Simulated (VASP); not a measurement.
# WS2 (P6_3/mmc) in VASP: settings compared

WS2 is run at these levels: PBEsol+D3(BJ), PBEsol+D4, PBE; tasks: single point.

Everything below comes from runs of VASP 6.6.1. Logs are shortened: lines on timing, memory, paths and dates and some standing lists are left out, and cuts for length are marked.

## (1) The cell of the first run

It takes space group P6_3/mmc (No. 194, hexagonal). Conventional cell: a = 3.115 Å, b = 3.115 Å, c = 11.771 Å, α = 90.00°, β = 90.00°, γ = 120.00°. W (site symmetry -6m2) has 6 S at 2.39 Å and 6 W at 3.11 Å within 3.2 Å. Within 3.3 Å of S (site symmetry 3m) lie 3 W at 2.39 Å and 10 S at 3.11 to 3.28 Å.

## (2) Single point, PBEsol+D3(BJ)

INCAR reads:

```
SYSTEM = WS2
PREC = Accurate ; ENCUT = 520
EDIFF = 1E-6 ; ISMEAR = -1
SIGMA = 0.05 ; LREAL = .False.
LASPH = .True. ; NELM = 80
ALGO = Normal ; ISIF = 2
LWAVE = .False. ; LCHARG = .False.
GGA = PS ; IVDW = 12
NBANDS = 35
```

KPOINTS reads:

```
Automatic mesh
0
Gamma
  10 10 3
  0 0 0
```

POSCAR reads:

```
WS2
1.0
    3.1147661931      0.0000000000      0.0000000000
   -1.5573830966      2.6974666501      0.0000000000
    0.0000000000      0.0000000000     11.7708672110
W S
2 4
Direct
    0.6666666667      0.3333333333      0.7500000000
    0.3333333333      0.6666666667      0.2500000000
    0.6666666667      0.3333333333      0.3835590653
    0.3333333333      0.6666666667      0.8835590653
    0.6666666667      0.3333333333      0.1164409347
    0.3333333333      0.6666666667      0.6164409347
```

Potentials or basis: VASP PAW PBE potentials, release 64 (W_sv, S).

On the command line:

```bash
> cat potpaw_PBE.64/W_sv/POTCAR potpaw_PBE.64/S/POTCAR > POTCAR
> mpirun -np 1 vasp_std > vasp.out
```

OUTCAR:

```text
SYSTEM = WS2
   PREC = Accurate
   ENCUT = 520
   EDIFF = 1E-6
   ISMEAR = -1
   LREAL = .False.
   LASPH = .True.
   NELM = 80
   ISIF = 2
   GGA = PS
   IVDW = 12
 IVDW          = 12

 ion  position               nearest neighbor table
   1  0.667  0.333  0.750-   4 2.39   6 2.39   4 2.39   6 2.39   4 2.39   6 2.39
   2  0.333  0.667  0.250-   3 2.39   5 2.39   3 2.39   5 2.39   3 2.39   5 2.39
   3  0.667  0.333  0.384-   2 2.39   2 2.39   2 2.39
   4  0.333  0.667  0.884-   1 2.39   1 2.39   1 2.39
   5  0.667  0.333  0.116-   2 2.39   2 2.39   2 2.39
   6  0.333  0.667  0.616-   1 2.39   1 2.39   1 2.39

  LATTYP: Found a hexagonal cell.
 ALAT       =     3.1147661931
 C/A-ratio  =     3.7790532198

  Lattice vectors:

 A1 = (   3.1147661931,   0.0000000000,   0.0000000000)
 A2 = (  -1.5573830966,   2.6974666501,   0.0000000000)
 A3 = (   0.0000000000,   0.0000000000,  11.7708672110)

Analysis of symmetry for initial positions (statically):
=====================================================================
 Subroutine PRICEL returns:
 Original cell was already a primitive cell.

 Routine SETGRP: Setting up the symmetry group for a
 hexagonal supercell.

 Subroutine GETGRP returns: Found 24 space group operations
 (whereof 12 operations were pure point group operations)
 out of a pool of 24 trial point group operations.

The static configuration has the point symmetry D_3d.
 The point group associated with its full space group is D_6h.

Analysis of symmetry for dynamics (positions and initial velocities):
=====================================================================
 Subroutine PRICEL returns:
 Original cell was already a primitive cell.

 Routine SETGRP: Setting up the symmetry group for a
 hexagonal supercell.

 Subroutine GETGRP returns: Found 24 space group operations
 (whereof 12 operations were pure point group operations)
 out of a pool of 24 trial point group operations.

The dynamic configuration has the point symmetry D_3d.
 The point group associated with its full space group is D_6h.

 Subroutine INISYM returns: Found 24 space group operations
 (whereof 12 operations are pure point group operations),
 and found     1 'primitive' translations

----------------------------------------------------------------------------------------

                                     Primitive cell

  volume of cell :      98.8986

  direct lattice vectors                    reciprocal lattice vectors
     3.114766193  0.000000000  0.000000000     0.321051385  0.185359104  0.000000000
    -1.557383097  2.697466650  0.000000000     0.000000000  0.370718207  0.000000000
     0.000000000  0.000000000 11.770867211     0.000000000  0.000000000  0.084955508

  length of vectors
     3.114766193  3.114766193 11.770867211     0.370718207  0.370718207  0.084955508

  position of ions in fractional coordinates (direct lattice)
     0.666666667  0.333333333  0.750000000
     0.333333333  0.666666667  0.250000000
     0.666666667  0.333333333  0.383559065
     0.333333333  0.666666667  0.883559065
     0.666666667  0.333333333  0.116440935
     0.333333333  0.666666667  0.616440935

  ion indices of the primitive-cell ions
   primitive index   ion index
                 1           1
                 2           2
                 3           3
                 4           4
                 5           5
                 6           6

----------------------------------------------------------------------------------------

 KPOINTS: Automatic mesh

Automatic generation of k-mesh.
 Grid dimensions read from file:
 generate k-points for:   10   10    3

 Generating k-lattice:

  Cartesian coordinates                     Fractional coordinates (reciprocal lattice)
     0.032105138  0.018535910  0.000000000     0.100000000  0.000000000  0.000000000
     0.000000000  0.037071821  0.000000000     0.000000000  0.100000000  0.000000000
     0.000000000  0.000000000  0.028318503     0.000000000  0.000000000  0.333333333

  Length of vectors
     0.037071821  0.037071821  0.028318503

  Shift w.r.t. Gamma in fractional coordinates (k-lattice)
     0.000000000  0.000000000  0.000000000

 Subroutine IBZKPT returns following result:
 ===========================================

 Found     28 irreducible k-points:

 Following reciprocal coordinates:
            Coordinates               Weight
  0.000000  0.000000  0.000000      1.000000
  0.100000  0.000000  0.000000      6.000000
  0.200000  0.000000  0.000000      6.000000
  0.300000  0.000000  0.000000      6.000000
  0.400000  0.000000  0.000000      6.000000
  0.500000  0.000000  0.000000      3.000000
[... 16 lines left out ...]
  0.300000  0.100000  0.333333     24.000000
  0.400000  0.100000  0.333333     24.000000
 [... further k-points ...]
   k-points           NKPTS =     28   k-points in BZ     NKDIM =     28   number of bands    NBANDS=     35
   number of dos      NEDOS =    301   number of ions     NIONS =      6
   total plane-waves  NPLWV =  51840
   dimension x,y,z NGX =    24 NGY =   24 NGZ =   90
   dimension x,y,z NGXF=    48 NGYF=   48 NGZF=  180
   ions per type =               2   4
   NGX,Y,Z   is equivalent  to a cutoff of  12.81, 12.81, 12.71 a.u.
   NGXF,Y,Z  is equivalent  to a cutoff of  25.62, 25.62, 25.42 a.u.
 SYSTEM =  WS2
   PREC   = accura    normal or accurate (medium, high low for compatibility)
   ISTART =      0    job   : 0-new  1-cont  2-samecut
   ICHARG =      2    charge: 1-file 2-atom 10-const
   ISPIN  =      1    spin polarized calculation?
   LNONCOLLINEAR =      F non collinear calculations
   LSORBIT =      F    spin-orbit coupling
   LASPH  =      T    aspherical Exc in radial PAW
   ENCUT  =  520.0 eV  38.22 Ry    6.18 a.u.   5.79  5.79 21.89*2*pi/ulx,y,z
   NELM   =     80;   NELMIN=  2; NELMDL= -5     # of ELM steps
   EDIFF  = 0.1E-05   stopping-criterion for ELM
   LREAL  =      F    real-space projection
[... 7 lines left out ...]
   TEBEG  =    0.0;   TEEND  =   0.0 temperature during run
   PSTRESS=    0.0 pullay stress
   NELECT =      52.0000    total number of electrons
   NUPDOWN=      -1.0000    fix difference up-down
   EMIN   =  10.00;   EMAX   =-10.00  energy-range for DOS
   EFERMI =   0.00;   METHOD = LEGACY
   ISMEAR =    -1;   SIGMA  =   0.05  broadening in eV -4-tet -1-fermi 0-gaus
   EFERMI_NEDOS =   21; number of points for ismear=-14 and -15
   IALGO  =     38    algorithm
   IMIX   =      4    mixing-type and parameters
     AMIX     =   0.40;   BMIX     =  1.00
     AMIX_MAG =   1.60;   BMIX_MAG =  1.00
  volume/ion in A,a.u.               =      16.48       111.23
  Fermi-wavevector in a.u.,A,eV,Ry     =   1.321334  2.496959 23.754732  1.745924
  Thomas-Fermi vector in A             =   2.451095
   LORBIT       =      0    0 simple, 1 ext, 2 COOP (PROOUT), +10 PAW based schemes
   GGA     = PS    functional components
   LHFCALC =     F    Hartree Fock is set to
   AEXX    =    0.0000 exact exchange contribution
   IVDW    =    12    specifies the selected vdW correction
   LEPSILON=     F    determine dielectric tensor
   LRPA    =     F    only Hartree local field effects (RPA)
 non-spin polarized calculation
  energy-cutoff  :      520.00
  volume of cell :       98.90
 maximum number of plane-waves:      2684
 NGX is ok and might be reduce to    24
   NGX = 11   NGY = 11   NGZ = 43

 number of electron      52.0000001 magnetization

 Free energy of the ion-electron system (eV)
  ---------------------------------------------------
  ext. energy  EPLUGINS =         0.00000000
  ---------------------------------------------------
  free energy    TOTEN  =       -50.44764990 eV

  energy without entropy =      -50.44763941  energy(sigma->0) =      -50.44764466

 E-fermi :   8.7906     XC(G=0): -11.5854

 val. band max:        8.4673031937   @ k =   0.0000   0.0000   0.0000
 cond. band min:       9.2075541499   @ k =   0.2000   0.2000   0.0000
 fundamental gap:      0.7402509562
 Fermi energy:         8.7905516539

 k-point     1 :       0.0000    0.0000    0.0000
  band No.  band energies     occupation
      1     -66.1745      2.00000
      2     -66.1744      2.00000
      3     -30.4816      2.00000
      4     -30.4815      2.00000
      5     -30.2530      2.00000
      6     -30.2530      2.00000
[... 27 lines left out ...]
     34      11.0309      0.00000
     35      13.2950      0.00000

 k-point     2 :       0.1000    0.0000    0.0000
  band No.  band energies     occupation
      1     -66.1722      2.00000
      2     -66.1722      2.00000
      3     -30.4740      2.00000
      4     -30.4739      2.00000
      5     -30.2945      2.00000
      6     -30.2945      2.00000
[... 27 lines left out ...]
     34      11.0870      0.00000
     35      14.0818      0.00000

 k-point     3 :       0.2000    0.0000    0.0000
  band No.  band energies     occupation
      1     -66.1665      2.00000
      2     -66.1664      2.00000
      3     -30.4542      2.00000
      4     -30.4541      2.00000
      5     -30.4019      2.00000
      6     -30.4019      2.00000
[... 27 lines left out ...]
     34      11.8260      0.00000
     35      15.2244      0.00000
[... 723 lines left out ...]
 k-point    23 :       0.3000    0.1000    0.3333
  band No.  band energies     occupation
      1     -66.1553      2.00000
      2     -66.1553      2.00000
      3     -30.5862      2.00000
      4     -30.5862      2.00000
      5     -30.4156      2.00000
      6     -30.4156      2.00000
[... 27 lines left out ...]
     34      12.7693      0.00000
     35      14.2385      0.00000

 k-point    24 :       0.4000    0.1000    0.3333
  band No.  band energies     occupation
      1     -66.1513      2.00000
      2     -66.1513      2.00000
      3     -30.6525      2.00000
      4     -30.6525      2.00000
      5     -30.4018      2.00000
      6     -30.4017      2.00000
[... 27 lines left out ...]
     34      12.5118      0.00000
     35      13.4172      0.00000

 [... further k-points ...]

------------------------ aborting loop because EDIFF is reached ----------------------------------------

 Edisp (eV)   -2.49777

 E8    (eV) :    -1.6209

  FORCE on cell =-STRESS in cart. coord.  units (eV):
  Direction    XX          YY          ZZ          XY          YZ          ZX
  --------------------------------------------------------------------------------------
  -------------------------------------------------------------------------------------
  Total       0.07594     0.07594     0.11375    -0.00000     0.00000    -0.00000
  in kB       1.23030     1.23030     1.84284    -0.00000     0.00000    -0.00000
  external pressure =        1.43 kB  Pullay stress =        0.00 kB

 VOLUME and BASIS-vectors are now :
 -----------------------------------------------------------------------------
  energy-cutoff  :      520.00
  volume of cell :       98.90
      direct lattice vectors                 reciprocal lattice vectors
     3.114766193  0.000000000  0.000000000     0.321051385  0.185359104  0.000000000
    -1.557383097  2.697466650  0.000000000     0.000000000  0.370718207  0.000000000
     0.000000000  0.000000000 11.770867211     0.000000000  0.000000000  0.084955508

 POSITION                                       TOTAL-FORCE (eV/Angst)
 -----------------------------------------------------------------------------------
      1.55738      0.89916      8.82815         0.000000     -0.000000      0.000000
     -0.00000      1.79831      2.94272        -0.000000      0.000000      0.000000
      1.55738      0.89916      4.51482         0.000000     -0.000000      0.019407
     -0.00000      1.79831     10.40026        -0.000000      0.000000      0.019407
      1.55738      0.89916      1.37061         0.000000      0.000000     -0.019407
     -0.00000      1.79831      7.25604        -0.000000      0.000000     -0.019407
 -----------------------------------------------------------------------------------
    total drift:                               -0.000000      0.000000     -0.000000

  FREE ENERGIE OF THE ION-ELECTRON SYSTEM (eV)
  ---------------------------------------------------
  free  energy   TOTEN  =       -52.9454236177 eV

  energy  without entropy=      -52.9454131254  energy(sigma->0) =      -52.94541837
```

Run time: 1.7 min. Hardware: 1 thread of Intel Xeon 8259CL, shared host; peak memory 0.27 GiB.

What came out:

| Item | Value |
| --- | --- |
| Free energy | -52.9454 eV |
| Pressure | 0.1 GPa |
| Largest force | 0.019 eV/Å |
| Band gap on the k mesh | 0.74 eV (least direct gap 2.22 eV) |
| Dispersion energy per atom | -0.416 eV |

Forces in eV/Å, atoms in the order of the input:
```
W    0.000  0.000  0.000
W    0.000  0.000  0.000
S    0.000  0.000  0.019
S    0.000  0.000  0.019
S    0.000  0.000 -0.019
S    0.000  0.000 -0.019
```

Levels at points of the mesh, in eV from the valence-band top:
```tsv
k point	band 24	band 25	band 26	band 27	band 28	band 29
(0.00, 0.00, 0.00)	-1.58	-1.26	0.00	2.22	2.22	2.24
(0.50, 0.00, 0.00)	-2.01	-1.77	-1.71	2.32	2.39	2.44
```

Caveat: the PAW data sets were made with another functional, which shifts forces and pressure a little; spin-orbit coupling is left out, which moves the levels of the heavy elements; an odd mesh through Γ misses points on the zone boundary, where band edges can lie.

## (3) Single point, PBEsol+D4

This run uses another cell than the first one, of 16.93 Å³/atom.

INCAR reads:

```
  ALGO = Normal
  EDIFF = 1E-7
  ENCUT = 520
  GGA = PS
  ISIF = 2
  ISMEAR = -1
  IVDW = 13
  LASPH = True
  LCHARG = False
  LREAL = False
  LWAVE = False
  NBANDS = 35
  NELM = 80
  PREC = Accurate
  SIGMA = 0.05
```

KPOINTS reads:

```
k-points
0
Gamma
  10 10 3
```

POSCAR reads:

```
WS2
1.0
    3.1268930808      0.0000000000      0.0000000000
   -1.5634465404      2.7079688429      0.0000000000
    0.0000000000      0.0000000000     11.9989883533
W S
2 4
Direct
    0.6666666667      0.3333333333      0.7500000000
    0.3333333333      0.6666666667      0.2500000000
    0.6666666667      0.3333333333      0.3809254426
    0.3333333333      0.6666666667      0.8809254426
    0.6666666667      0.3333333333      0.1190745574
    0.3333333333      0.6666666667      0.6190745574
```

Potentials or basis: VASP PAW PBE potentials, release 64 (W_sv, S).

On the command line:

```bash
> cat potpaw_PBE.64/W_sv/POTCAR potpaw_PBE.64/S/POTCAR > POTCAR
> mpirun -np 1 vasp_std > vasp.out
```

Wall time 3 min (1 thread of Intel Xeon 8259CL, shared host); peak memory 0.26 GiB.

It converged, with:

```
Free energy                : -52.1197 eV
Pressure                   : 0.1 GPa
Largest force              : 0.018 eV/Å
Band gap on the k mesh     : 0.86 eV (least direct gap 2.22 eV)
Dispersion energy per atom : -0.269 eV
```

Forces in eV/Å, atoms in the order of the input:
```
W    0.000  0.000  0.000
W    0.000  0.000  0.000
S    0.000  0.000  0.018
S    0.000  0.000  0.018
S    0.000  0.000 -0.018
S    0.000  0.000 -0.018
```

Levels at points of the mesh, in eV from the valence-band top:
```csv
k point,band 22,band 23,band 24,band 25,band 26,band 27,band 28,band 29,band 30,band 31
"(0.00, 0.00, 0.00)",-2.22,-2.22,-1.45,-1.37,0.00,2.29,2.29,2.31,2.31,2.32
"(0.50, 0.00, 0.00)",-2.86,-2.04,-1.88,-1.74,-1.63,2.35,2.41,2.52,2.96,3.03
```

Caveat: the PAW data sets were made with another functional, which shifts forces and pressure a little; spin-orbit coupling is left out, which moves the levels of the heavy elements; an odd mesh through Γ misses points on the zone boundary, where band edges can lie.

(Part 1 of 2 ends here.)
